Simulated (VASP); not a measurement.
# LiMgBN2 (I-4m2) in VASP: further runs

Runs on LiMgBN2. Level: PBEsol. Tasks: single point.

Everything below comes from runs of VASP 6.6.1. Logs are shortened: lines on timing, memory, paths and dates and some standing lists are left out, and cuts for length are marked.

### Step 1. The cell of the first run

Symmetry: I-4m2, No. 119, tetragonal system. Conventional cell: a = 3.819 Å, b = 3.819 Å, c = 8.887 Å, α = 90.00°, β = 90.00°, γ = 90.00°. Within 2.8 Å of Li (site symmetry -4m2) lie 4 N at 2.10 Å and 4 Mg at 2.70 Å. Mg (site symmetry -4m2) has 4 N at 2.10 Å and 4 Li at 2.70 Å within 2.8 Å. Within 1.8 Å of B (site symmetry -4m2) lie 2 N at 1.34 Å. N (site symmetry 2mm) has 1 B at 1.34 Å within 1.8 Å.

### Step 2. Single point, PBEsol

Contents of INCAR:

```
SYSTEM = LiMgBN2
PREC     = Accurate       ! precision mode
ENCUT    = 520            ! plane-wave cutoff, eV
EDIFF    = 1E-6           ! SCF threshold, eV
ISMEAR   = 0              ! smearing method
SIGMA    = 0.01           ! smearing width, eV
LREAL    = .False.        ! projectors in reciprocal space
LASPH    = .True.         ! aspherical terms in the spheres
NELM     = 100            ! most SCF steps
ALGO     = Normal         ! electronic algorithm
ISIF     = 2              ! what is computed and relaxed
LWAVE    = .False.        ! write WAVECAR
LCHARG   = .False.        ! write CHGCAR
GGA      = PS             ! functional
NBANDS   = 17             ! bands
```

Contents of KPOINTS:

```
Automatic mesh
0
Gamma
  8 8 8
  0 0 0
```

Contents of POSCAR:

```
LiMgBN2
1.0
    5.1998520000      0.0000000000      0.0000000000
    2.3945522842      4.6156884839      0.0000000000
   -3.7972020584     -2.3078441910      2.7006615004
Li Mg B N
1 1 1 2
Direct
    0.2500000000      0.7500000000      0.5000000000
    0.7500000000      0.2500000000      0.5000000000
    0.5000000000      0.5000000000      0.0000000000
    0.6512630000      0.6512630000      0.0000000000
    0.3487370000      0.3487370000      0.0000000000
```

Potentials or basis: VASP PAW PBE potentials, release 64 (Li_sv, Mg, B, N).

On the command line:

```
$ cat potpaw_PBE.64/Li_sv/POTCAR potpaw_PBE.64/Mg/POTCAR potpaw_PBE.64/B/POTCAR potpaw_PBE.64/N/POTCAR > POTCAR
$ mpirun -np 1 vasp_std > vasp.out
```

OUTCAR:

```text
SYSTEM = LiMgBN2
   PREC = Accurate
   ENCUT = 520
   EDIFF = 1E-6
   ISMEAR = 0
   LREAL = .False.
   LASPH = .True.
   NELM = 100
   ISIF = 2
   GGA = PS

 ion  position               nearest neighbor table
   1  0.250  0.750  0.500-   4 2.10   5 2.10   4 2.10   5 2.10   2 2.70   2 2.70   2 2.70   2 2.70

   2  0.750  0.250  0.500-   5 2.10   4 2.10   5 2.10   4 2.10   1 2.70   1 2.70   1 2.70   1 2.70

   3  0.500  0.500  0.000-   4 1.34   5 1.34
   4  0.651  0.651  0.000-   3 1.34   1 2.10   2 2.10   1 2.10   2 2.10
   5  0.349  0.349  0.000-   3 1.34   2 2.10   1 2.10   2 2.10   1 2.10

  LATTYP: Found a body centered tetragonal cell.
 ALAT       =     3.8193120073
 C/A-ratio  =     2.3268704666

  Lattice vectors:

 A1 = (   5.1998520000,   0.0000000000,   0.0000000000)
 A2 = (   2.3945522842,   4.6156884839,   0.0000000000)
 A3 = (  -3.7972020584,  -2.3078441910,   2.7006615004)

Analysis of symmetry for initial positions (statically):
=====================================================================
 Subroutine PRICEL returns:
 Original cell was already a primitive cell.

 Routine SETGRP: Setting up the symmetry group for a
 body centered tetragonal supercell.

 Subroutine GETGRP returns: Found  8 space group operations
 (whereof  8 operations were pure point group operations)
 out of a pool of 16 trial point group operations.

The static configuration has the point symmetry D_2d.

Analysis of symmetry for dynamics (positions and initial velocities):
=====================================================================
 Subroutine PRICEL returns:
 Original cell was already a primitive cell.

 Routine SETGRP: Setting up the symmetry group for a
 body centered tetragonal supercell.

 Subroutine GETGRP returns: Found  8 space group operations
 (whereof  8 operations were pure point group operations)
 out of a pool of 16 trial point group operations.

The dynamic configuration has the point symmetry D_2d.

 Subroutine INISYM returns: Found  8 space group operations
 (whereof  8 operations are pure point group operations),
 and found     1 'primitive' translations

----------------------------------------------------------------------------------------

                                     Primitive cell

  volume of cell :      64.8183

  direct lattice vectors                    reciprocal lattice vectors
     5.199852000  0.000000000  0.000000000     0.192313166 -0.099769283  0.185139822
     2.394552284  4.615688484  0.000000000     0.000000000  0.216652403  0.185139822
    -3.797202058 -2.307844191  2.700661500     0.000000000  0.000000000  0.370279652

[... 95 lines left out ...]
   ISIF   =      2    stress and relaxation
   ISYM   =      2    0-nonsym 1-usesym 2-fastsym
   POTIM  = 0.5000    time-step for ionic-motion
   TEBEG  =    0.0;   TEEND  =   0.0 temperature during run
   PSTRESS=    0.0 pullay stress
   NELECT =      18.0000    total number of electrons
   NUPDOWN=      -1.0000    fix difference up-down
   EMIN   =  10.00;   EMAX   =-10.00  energy-range for DOS
   EFERMI =   0.00;   METHOD = LEGACY
   ISMEAR =     0;   SIGMA  =   0.01  broadening in eV -4-tet -1-fermi 0-gaus
   EFERMI_NEDOS =   21; number of points for ismear=-14 and -15
   IALGO  =     38    algorithm
   IMIX   =      4    mixing-type and parameters
     AMIX     =   0.40;   BMIX     =  1.00
     AMIX_MAG =   1.60;   BMIX_MAG =  1.00
  volume/ion in A,a.u.               =      12.96        87.48
  Fermi-wavevector in a.u.,A,eV,Ry     =   1.068070  2.018360 15.521171  1.140774
  Thomas-Fermi vector in A             =   2.203707
   LORBIT       =      0    0 simple, 1 ext, 2 COOP (PROOUT), +10 PAW based schemes
   GGA     = PS    functional components
   LHFCALC =     F    Hartree Fock is set to
   AEXX    =    0.0000 exact exchange contribution
   IVDW    =     0    specifies the selected vdW correction
   LEPSILON=     F    determine dielectric tensor
   LRPA    =     F    only Hartree local field effects (RPA)
 non-spin polarized calculation
 Gauss-broadening in eV      SIGMA  =   0.01
  energy-cutoff  :      520.00
  volume of cell :       64.82
 maximum number of plane-waves:      1764
   NGX = 19   NGY = 19   NGZ = 19

 number of electron      18.0000000 magnetization

 Free energy of the ion-electron system (eV)
  ---------------------------------------------------
  ext. energy  EPLUGINS =         0.00000000
  ---------------------------------------------------
  free energy    TOTEN  =       -32.67532439 eV

  energy without entropy =      -32.67532439  energy(sigma->0) =      -32.67532439

 E-fermi :   0.9285     XC(G=0):  -8.7219

 val. band max:        0.8149933588   @ k =   0.5000   0.5000   0.5000
 cond. band min:       3.2840285866   @ k =   0.0000   0.0000   0.0000
 fundamental gap:      2.4690352278
 Fermi energy:         0.9284931720

 k-point     1 :       0.0000    0.0000    0.0000
  band No.  band energies     occupation
      1     -42.0428      2.00000
      2     -13.4788      2.00000
      3     -12.4486      2.00000
      4      -3.9322      2.00000
      5      -1.6661      2.00000
      6      -1.3118      2.00000
[... 457 lines left out ...]
      4      -3.5304      2.00000
      5      -3.1673      2.00000
      6      -2.2219      2.00000
[... 9 lines left out ...]
     16      11.3487      0.00000
     17      13.0453      0.00000

 [... further k-points ...]

------------------------ aborting loop because EDIFF is reached ----------------------------------------

  FORCE on cell =-STRESS in cart. coord.  units (eV):
  Direction    XX          YY          ZZ          XY          YZ          ZX
  --------------------------------------------------------------------------------------
  -------------------------------------------------------------------------------------
  Total       -0.6266796     -0.7903126     -0.8861635      0.1577078     -0.0000000     -0.0000000
  in kB      -15.4902522    -19.5349295    -21.9041708      3.8982173     -0.0000004     -0.0000007
  external PRESSURE =     -18.9764508 kB  Pullay stress =       0.0000000 kB

 VOLUME and BASIS-vectors are now :
 -----------------------------------------------------------------------------
  energy-cutoff  :      520.00
  volume of cell :       64.82
      direct lattice vectors                 reciprocal lattice vectors
     5.199852000  0.000000000  0.000000000     0.192313166 -0.099769283  0.185139822
     2.394552284  4.615688484  0.000000000     0.000000000  0.216652403  0.185139822
    -3.797202058 -2.307844191  2.700661500     0.000000000  0.000000000  0.370279652

 POSITION                                       TOTAL-FORCE (eV/Angst)
 -----------------------------------------------------------------------------------
      1.19728      2.30784      1.35033        -0.000000      0.000000     -0.000000
      2.59993      0.00000      1.35033        -0.000000      0.000000      0.000000
      3.79720      2.30784      0.00000         0.000000     -0.000000      0.000000
      4.94595      3.00603      0.00000         0.113985      0.069277      0.000000
      2.64845      1.60966      0.00000        -0.113985     -0.069277      0.000000
 -----------------------------------------------------------------------------------
    total drift:                               -0.000001      0.000001      0.000000

  FREE ENERGIE OF THE ION-ELECTRON SYSTEM (eV)
  ---------------------------------------------------
  free  energy   TOTEN  =       -32.6753243854 eV

  energy  without entropy=      -32.6753243854  energy(sigma->0) =      -32.67532439
```

It took 93 s on 1 thread of Intel Xeon 6975P-C, shared host; peak memory 0.28 GiB.

What came out:

```
Free energy            : -32.6753 eV
Largest force          : 0.133 eV/Å
Band gap on the k mesh : 2.47 eV, indirect (least direct gap 3.38 eV)
```

Forces in eV/Å, atoms in the order of the input:
```
Li   0.000  0.000  0.000
Mg   0.000  0.000  0.000
B    0.000  0.000  0.000
N    0.114  0.069  0.000
N   -0.114 -0.069  0.000
```

Caveat: the cutoff is under 1.25 times the usual one of these potentials, so pressure, stress and relaxed cells hold a basis-set (Pulay) error; the PAW data sets were made with another functional, which shifts forces and pressure a little. A k mesh can miss the band edges.

### Step 3. Single point, PBEsol

Contents of INCAR:

```
  PREC = Accurate
  ENCUT = 520
  EDIFF = 1E-6
  ISMEAR = 0
  SIGMA = 0.01
  LREAL = False
  LASPH = True
  NELM = 60
  ALGO = Normal
  ISIF = 2
  LWAVE = False
  LCHARG = True
  GGA = PS
  LELF = True
  LVHAR = True
  NBANDS = 17
```

Contents of KPOINTS:

```
regular mesh
0
Gamma
  8 8 8
```

POSCAR is that of step 2.

Potentials or basis: VASP PAW PBE potentials, release 64 (Li_sv, Mg, B, N).

On the command line:

```
$ cat potpaw_PBE.64/Li_sv/POTCAR potpaw_PBE.64/Mg/POTCAR potpaw_PBE.64/B/POTCAR potpaw_PBE.64/N/POTCAR > POTCAR
$ mpirun -np 1 vasp_std > vasp.out
```

Wall time 90 s (1 thread of Intel Xeon 6975P-C, shared host); peak memory 0.28 GiB.

The run converged. Its results:

- Free energy: -32.6753 eV
- Largest force: 0.133 eV/Å
- Band gap on the k mesh: 2.47 eV, indirect (least direct gap 3.38 eV)

Forces on the atoms (eV/Å):
```
Li   0.000  0.000  0.000
Mg   0.000  0.000  0.000
B    0.000  0.000  0.000
N    0.114  0.069  0.000
N   -0.114 -0.069  0.000
```

Levels at points of the mesh, in eV from the valence-band top:
```
           k point  band 7  band 8  band 9  band 10  band 11  band 12
(0.00, 0.00, 0.00)   -2.13   -1.37   -1.37     2.47     5.93     7.82
(0.50, 0.00, 0.00)   -2.38   -1.12   -0.64     5.23     5.60     7.05
(0.50, 0.50, 0.00)   -2.99   -1.93   -0.45     4.93     5.59     6.65
(0.50, 0.50, 0.50)   -2.93    0.00    0.00     3.38     6.26     6.51
```

Caveat: the cutoff is under 1.25 times the usual one of these potentials, so pressure, stress and relaxed cells hold a basis-set (Pulay) error; the PAW data sets were made with another functional, which shifts forces and pressure a little. A k mesh can miss the band edges.
